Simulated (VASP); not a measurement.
ZrB2, 3 atoms in the cell. It takes space group P6/mmm (No. 191, hexagonal). The conventional cell has a = 3.171 Å, b = 3.171 Å, c = 3.543 Å, α = 90.00°, β = 90.00°, γ = 120.00°. Within 3.4 Å of Zr (site symmetry 6/mmm) lie 12 B at 2.55 Å and 6 Zr at 3.17 Å. B (site symmetry -6m2) has 3 B at 1.83 Å within 2.4 Å. 

* Program: VASP 6.6.1
* Task: single point
* Functional: LDA
* Potentials or basis: VASP PAW LDA potentials, release 64 (Zr_sv, B)
* Cutoff: 520 eV
* k mesh: 12 × 12 × 10
* Occupations: gaussian, width 0.05 eV
* Spin: no spin polarisation
* Dipole correction: no
* Further INCAR settings: ALGO = Normal; EDIFF = 1e-06; NBANDS = 16

Potentials or basis: VASP PAW LDA potentials, release 64 (Zr_sv, B).

The run is started by

```bash
$ cat potpaw_LDA.64/Zr_sv/POTCAR potpaw_LDA.64/B/POTCAR > POTCAR
$ mpirun -np 1 vasp_std > vasp.out
```

Hardware: 1 thread of Intel(R) Xeon(R) 6975P-C (Granite Rapids), on a shared host.

**Question.** How long does it take, and how much memory?

**Answer.** It took 15 s on 1 thread of Intel(R) Xeon(R) 6975P-C (Granite Rapids), with other jobs on the host, peak memory 0.17 GiB. Counts: scf iterations 13, k points 114.
